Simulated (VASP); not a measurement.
Input of a VASP 6.6.1 run:

File INCAR:

```
  PREC = Accurate
  ENCUT = 520
  EDIFF = 1E-6
  ISMEAR = 1
  SIGMA = 0.1
  LREAL = False
  LASPH = True
  NELM = 60
  ALGO = Normal
  ISIF = 2
  LWAVE = False
  LCHARG = False
  GGA = PS
  NBANDS = 17
```

KPOINTS

```
regular mesh
0
Gamma
  6 6 6
```

Contents of POSCAR:

```
Sr
1.0
   -3.7063582800      3.7063582800      2.0208764700
    3.7063582800     -3.7063582800      2.0208764700
    3.7063582800      3.7063582800     -2.0208764700
Sr
2
Direct
    0.7500000000      0.2500000000      0.5000000000
    0.0000000000      0.0000000000      0.0000000000
```

Potentials or basis: VASP PAW PBE potentials, release 64 (Sr_sv).

Run with:

```bash
$ cat potpaw_PBE.64/Sr_sv/POTCAR > POTCAR
$ mpirun -np 1 vasp_std > vasp.out
```

Problem. Predict the pressure.

Solution. -0.6 GPa.

Problem. What does it give for the band gap on the k mesh?

Solution. Zero (band 10 reaches 1.82 eV, above the bottom of band 11 at 1.22 eV).

Stress tensor (GPa, compression positive):
```
-0.47  0.00  0.00
 0.00 -0.47  0.00
 0.00  0.00 -0.75
```

Caveat: the PAW data sets were made with another functional, which shifts forces and pressure a little.
